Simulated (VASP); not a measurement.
The system is Rb3TaP2.

```
CELL_PARAMETERS angstrom
6.93835 0.00000 0.00000
-3.46918 6.00879 0.00000
0.00000 0.00000 4.34164
ATOMIC_POSITIONS crystal
Rb 0.50000 0.00000 0.50000
Rb 0.50000 0.50000 0.50000
Rb 0.00000 0.50000 0.50000
Ta 0.00000 0.00000 0.00000
P 0.33333 0.66667 0.00000
P 0.66667 0.33333 0.00000
```

| Item | Value |
| --- | --- |
| Program | VASP 6.6.1 |
| Task | relaxation of cell and atoms |
| Functional | PBE |
| Potentials or basis | VASP PAW PBE potentials, release 64 (Rb_sv, Ta_pv, P) |
| Cutoff | 600 eV |
| k mesh | 3 × 3 × 4 |
| Occupations | gaussian, width 0.1 eV |
| Spin | no spin polarisation |

At the start: pressure 5.6 GPa; volume 30.17 Å³/atom.

How do energy, volume and symmetry change on relaxing?

Over 12 steps the energy falls by 468.8 meV/atom and the volume is 27.80 Å³/atom (-7.8 %); space group P6/mmm (No. 191, to 0.05 Å).

Step by step:
```
step  energy change (eV)  largest force (eV/Å)  pressure (GPa)  volume (Å³)
   1              0.0000                0.0000            5.56       181.01
   2             -1.0306                0.0000            0.58       209.37
   3             -1.2004                0.0000           -1.36       228.13
   4             -1.5140                0.0000           -1.81       221.51
   5             -2.3839                0.0000           -3.24       198.85
   6              2.0411                0.0000           17.86       145.16
   7             -2.4556                0.0000           -3.34       195.64
   8             -2.5423                0.0000           -3.29       188.66
   9             -2.7014                0.0000           -1.14       171.00
  10             -2.7015                0.0000           -1.22       171.41
  11             -2.7980                0.0000           -0.45       168.35
  12             -2.8129                0.0000           -0.03       166.82
```

Final structure:
```cif
data_structure
_symmetry_space_group_name_H-M 'P 1'
_symmetry_Int_Tables_number 1
_cell_length_a 5.7963
_cell_length_b 5.7963
_cell_length_c 5.7333
_cell_angle_alpha 90.000
_cell_angle_beta 90.000
_cell_angle_gamma 120.000
_cell_volume 166.82
loop_
_atom_site_label
_atom_site_type_symbol
_atom_site_fract_x
_atom_site_fract_y
_atom_site_fract_z
_atom_site_occupancy
Rb1 Rb 0.50000 0.00000 0.50000 1
Rb2 Rb 0.50000 0.50000 0.50000 1
Rb3 Rb 0.00000 0.50000 0.50000 1
Ta1 Ta 0.00000 0.00000 0.00000 1
P1 P 0.33333 0.66667 0.00000 1
P2 P 0.66667 0.33333 0.00000 1
```

Caveat: the k points lie up to 0.42 Å⁻¹ apart in the final cell.
